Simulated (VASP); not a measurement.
InP (rocksalt type), 2 atoms in the cell. The structure is cubic, space group Fm-3m (No. 225). Conventional cell: a = 5.578 Å, b = 5.578 Å, c = 5.578 Å, α = 90.00°, β = 90.00°, γ = 90.00°. Within 3.7 Å of In (site symmetry m-3m) lie 6 P at 2.79 Å. Within 3.7 Å of P (site symmetry m-3m) lie 6 In at 2.79 Å. 

| Property | Result |
| --- | --- |
| Program | VASP 6.6.1 |
| Task | single point |
| Functional | PBE |
| Potentials or basis | VASP PAW PBE potentials, release 64 (In_d, P) |
| Cutoff | 520 eV |
| k mesh | 14 × 14 × 14 |
| Occupations | fermi-dirac, width 0.08 eV |
| Spin | no spin polarisation |
| Dipole correction | no |
| Further INCAR settings | ALGO = Normal; EDIFF = 1e-06; NBANDS = 16 |

Potentials or basis: VASP PAW PBE potentials, release 64 (In_d, P).

Command:

```sh
$ cat potpaw_PBE.64/In_d/POTCAR potpaw_PBE.64/P/POTCAR > POTCAR
$ mpirun -np 1 vasp_std > vasp.out
```

Hardware: 1 thread of Intel Xeon 8259CL (shared host).

Task: Estimate the wall time of this run.

Result: Wall time 120 s on 1 thread of Intel Xeon 8259CL, on a shared host, peak memory 0.22 GiB. Counts: scf iterations 12, k points 104.
